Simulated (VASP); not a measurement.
# Cu (Fm-3m) in VASP: relaxation of cell and atoms with BLYP

Aim: the relaxation of cell and atoms of Cu with BLYP.

Everything below comes from runs of VASP 6.6.1. Logs are shortened: lines on timing, memory, paths and dates and some standing lists are left out, and cuts for length are marked.

### 1 The cell of the first run

The structure is cubic, space group Fm-3m (No. 225). Conventional cell: a = 3.615 Å, b = 3.615 Å, c = 3.615 Å, α = 90.00°, β = 90.00°, γ = 90.00°. Within 3.4 Å of Cu (site symmetry m-3m) lie 12 Cu at 2.56 Å.

### 2 Relaxation of cell and atoms, BLYP

File INCAR:

```
SYSTEM = Cu
AGGAC = 1.0
AGGAX = 1.0
ALDAC = 0.0
ALDAX = 1.0
ALGO = Normal
EDIFF = 1E-7
EDIFFG = -0.01
ENCUT = 820
GGA = B5
GGA_COMPAT = .FALSE.
IBRION = 2
ISIF = 3
ISMEAR = -1
LASPH = .TRUE.
LCHARG = .FALSE.
LREAL = .FALSE.
LWAVE = .FALSE.
NELM = 120
NELMIN = 4
NSW = 80
PREC = Accurate
SIGMA = 0.1
```

File KPOINTS:

```
k-points
0
G
  15 15 15
  0 0 0
```

File POSCAR:

```
Cu
1.0
    0.0000000000      1.8074800000      1.8074800000
    1.8074800000      0.0000000000      1.8074800000
    1.8074800000      1.8074800000      0.0000000000
Cu
1
Direct
    0.0000000000      0.0000000000      0.0000000000
```

Potentials or basis: VASP PAW PBE potentials, release 64 (Cu_sv_GW).

The run is started by

```sh
cat potpaw_PBE.64/Cu_sv_GW/POTCAR > POTCAR
mpirun -np 1 vasp_std > vasp.out
```

OUTCAR:

```text
SYSTEM = Cu
   EDIFF = 1E-7
   EDIFFG = -0.01
   ENCUT = 820
   GGA = B5
   IBRION = 2
   ISIF = 3
   ISMEAR = -1
   LASPH = .TRUE.
   LREAL = .FALSE.
   NELM = 120
   NELMIN = 4
   NSW = 80
   PREC = Accurate

 ion  position               nearest neighbor table
   1  0.000  0.000  0.000-

  LATTYP: Found a face centered cubic cell.
 ALAT       =     3.6149600000

  Lattice vectors:

 A1 = (   0.0000000000,   1.8074800000,   1.8074800000)
 A2 = (   1.8074800000,   0.0000000000,   1.8074800000)
 A3 = (   1.8074800000,   1.8074800000,   0.0000000000)

Analysis of symmetry for initial positions (statically):
=====================================================================
 Subroutine PRICEL returns:
 Original cell was already a primitive cell.

 Routine SETGRP: Setting up the symmetry group for a
 face centered cubic supercell.

 Subroutine GETGRP returns: Found 48 space group operations
 (whereof 48 operations were pure point group operations)
 out of a pool of 48 trial point group operations.

The static configuration has the point symmetry O_h .

Analysis of symmetry for dynamics (positions and initial velocities):
=====================================================================
 Subroutine PRICEL returns:
 Original cell was already a primitive cell.

 Routine SETGRP: Setting up the symmetry group for a
 face centered cubic supercell.

 Subroutine GETGRP returns: Found 48 space group operations
 (whereof 48 operations were pure point group operations)
 out of a pool of 48 trial point group operations.

The dynamic configuration has the point symmetry O_h .

 Subroutine INISYM returns: Found 48 space group operations
 (whereof 48 operations are pure point group operations),
 and found     1 'primitive' translations

----------------------------------------------------------------------------------------

                                     Primitive cell

  volume of cell :      11.8100

  direct lattice vectors                    reciprocal lattice vectors
     0.000000000  1.807480000  1.807480000    -0.276628234  0.276628234  0.276628234
     1.807480000  0.000000000  1.807480000     0.276628234 -0.276628234  0.276628234
     1.807480000  1.807480000  0.000000000     0.276628234  0.276628234 -0.276628234

  length of vectors
     2.556162730  2.556162730  2.556162730     0.479134156  0.479134156  0.479134156

  position of ions in fractional coordinates (direct lattice)
     0.000000000  0.000000000  0.000000000
[... 91 lines left out ...]
   ISMEAR =    -1;   SIGMA  =   0.10  broadening in eV -4-tet -1-fermi 0-gaus
   EFERMI_NEDOS =   21; number of points for ismear=-14 and -15
   IALGO  =     38    algorithm
   IMIX   =      4    mixing-type and parameters
     AMIX     =   0.40;   BMIX     =  1.00
     AMIX_MAG =   1.60;   BMIX_MAG =  1.00
  volume/ion in A,a.u.               =      11.81        79.70
  Fermi-wavevector in a.u.,A,eV,Ry     =   1.918268  3.625000 50.066048  3.679751
  Thomas-Fermi vector in A             =   2.953306
   LORBIT       =      0    0 simple, 1 ext, 2 COOP (PROOUT), +10 PAW based schemes
   GGA     = B5    functional components
   LHFCALC =     F    Hartree Fock is set to
   AEXX    =    0.0000 exact exchange contribution
   IVDW    =     0    specifies the selected vdW correction
   LEPSILON=     F    determine dielectric tensor
   LRPA    =     F    only Hartree local field effects (RPA)
 conjugate gradient relaxation of ions
 non-spin polarized calculation
  energy-cutoff  :      820.00
  volume of cell :       11.81
 maximum number of plane-waves:       639
   NGX = 11   NGY = 11   NGZ = 11

--------------------------------------- Ionic step        1  -------------------------------------------

 number of electron      19.0000008 magnetization

 Free energy of the ion-electron system (eV)
  ---------------------------------------------------
  ext. energy  EPLUGINS =         0.00000000
  ---------------------------------------------------
  free energy    TOTEN  =        -3.01510434 eV

  energy without entropy =       -3.00447962  energy(sigma->0) =       -3.00979198

------------------------ aborting loop because EDIFF is reached ----------------------------------------

  FORCE on cell =-STRESS in cart. coord.  units (eV):
  Direction    XX          YY          ZZ          XY          YZ          ZX
  --------------------------------------------------------------------------------------
  -------------------------------------------------------------------------------------
  Total        0.6402801      0.6402801      0.6402801      0.0000000      0.0000000      0.0000000
  in kB       86.8620541     86.8620541     86.8620541      0.0000000      0.0000000      0.0000000
  external PRESSURE =      86.8620541 kB  Pullay stress =       0.0000000 kB
[... 57 lines left out ...]
--------------------------------------- Ionic step        3  -------------------------------------------

 number of electron      19.0000000 magnetization

 Free energy of the ion-electron system (eV)
  ---------------------------------------------------
  ext. energy  EPLUGINS =         0.00000000
  ---------------------------------------------------
  free energy    TOTEN  =        -3.03273851 eV

  energy without entropy =       -3.02152576  energy(sigma->0) =       -3.02713214

 E-fermi :   7.4882     XC(G=0): -12.4812

 val. band max:        7.4127286212   @ k =   0.4667   0.4000   0.0667
 cond. band min:       7.5250187726   @ k =  -0.4000   0.1333   0.0000
 fundamental gap:      0.1122901514
 Fermi energy:         7.4882361084

 k-point     1 :       0.0000    0.0000    0.0000
  band No.  band energies     occupation
      1    -104.5996      2.00000
      2     -62.2194      2.00000
      3     -62.2194      2.00000
      4     -62.2194      2.00000
      5      -1.5017      2.00000
      6       4.4484      2.00000
      7       4.4484      2.00000
      8       4.4484      2.00000
      9       5.2037      2.00000
     10       5.2037      2.00000
     11      29.8836      0.00000
     12      31.6721      0.00000
     13      31.6721      0.00000
[... 354 lines left out ...]
  band No.  band energies     occupation
      1    -104.5961      2.00000
      2     -62.2443      2.00000
      3     -62.2282      2.00000
      4     -62.2274      2.00000
      5      -0.1410      2.00000
      6       4.1217      2.00000
      7       4.7012      2.00000
      8       4.7270      2.00000
      9       4.9780      2.00000
     10       5.3347      2.00000
     11      24.4812      0.00000
     12      26.5195      0.00000
     13      27.9912      0.00000

 [... further k-points ...]
[... 5 lines left out ...]
  --------------------------------------------------------------------------------------
  -------------------------------------------------------------------------------------
  Total        0.0001878      0.0001878      0.0001878      0.0000000      0.0000000      0.0000000
  in kB        0.0240920      0.0240920      0.0240920      0.0000000      0.0000000      0.0000000
  external PRESSURE =       0.0240920 kB  Pullay stress =       0.0000000 kB
[... 16 lines left out ...]
  FREE ENERGIE OF THE ION-ELECTRON SYSTEM (eV)
  ---------------------------------------------------
  free  energy   TOTEN  =        -3.0327385092 eV

  energy  without entropy=       -3.0215257636  energy(sigma->0) =       -3.02713214

 reached required accuracy - stopping structural energy minimisation
```

OSZICAR:

```text
N       E                     dE             d eps       ncg     rms          rms(c)
[... 28 lines left out ...]
DAV:   3    -0.306680540064E+01    0.87584E+00   -0.34411E+00  4266   0.151E+02    0.150E+00
DAV:   4    -0.304249175965E+01    0.24314E-01   -0.61760E-02  3808   0.895E+00    0.385E-01
DAV:   5    -0.303294786888E+01    0.95439E-02   -0.15600E-02  4822   0.101E+01    0.123E-01
DAV:   6    -0.303274214443E+01    0.20572E-03   -0.38994E-04  5345   0.111E+00    0.117E-02
DAV:   7    -0.303274038433E+01    0.17601E-05   -0.77877E-06  5009   0.152E-01    0.120E-02
DAV:   8    -0.303273845494E+01    0.19294E-05   -0.30613E-06  5243   0.794E-02    0.280E-04
DAV:   9    -0.303273856269E+01   -0.10775E-06   -0.33800E-08  1885   0.914E-03    0.708E-04
DAV:  10    -0.303273850918E+01    0.53505E-07   -0.77507E-09  1955   0.383E-03
   3 F= -.30327385E+01 E0= -.30271321E+01  d E =-.176342E-01
```

Run time: 1.8 min. Hardware: 1 thread of AMD EPYC 7R13 (Zen 3), shared host; peak memory 0.15 GiB.

What came out:

```yaml
Free_energy: -3.0327 eV
Relaxed_volume: 12.49 Å³/atom
Relaxed_cell: a = 2.604 Å, b = 2.604 Å, c = 2.604 Å, α = 60.00°, β = 60.00°, γ = 60.00°
Space_group_after_relaxing_to_0.1_Å: Fm-3m (No. 225)
Energy_gained_by_relaxing: 17.6 meV/atom
Ionic_steps: 3
Pressure_after_relaxing: 0.0 GPa
Band_gap_on_the_k_mesh: zero (an odd number of electrons rules out a gap without spin polarisation)
```

The path:
```tsv
step	energy change (eV)	largest force (eV/Å)	pressure (GPa)	volume (Å³)
1	0.0000	0.0000	8.69	11.81
2	-0.0112	0.0000	-4.43	12.94
3	-0.0176	0.0000	0.00	12.49
```

Final structure:
```yaml
crystal:
  lattice:
    - [0.00000, 1.84164, 1.84164]
    - [1.84164, 0.00000, 1.84164]
    - [1.84164, 1.84164, 0.00000]
  atoms:
    - { symbol: Cu, position: [0.00000, 0.00000, 0.00000] }
```

Caveat: the PAW data sets were made with another functional, which shifts forces and pressure a little. BLYP gives volumes clearly too large for solids.

The gap in the log of VASP goes by the Fermi energy; the results here count the filled bands.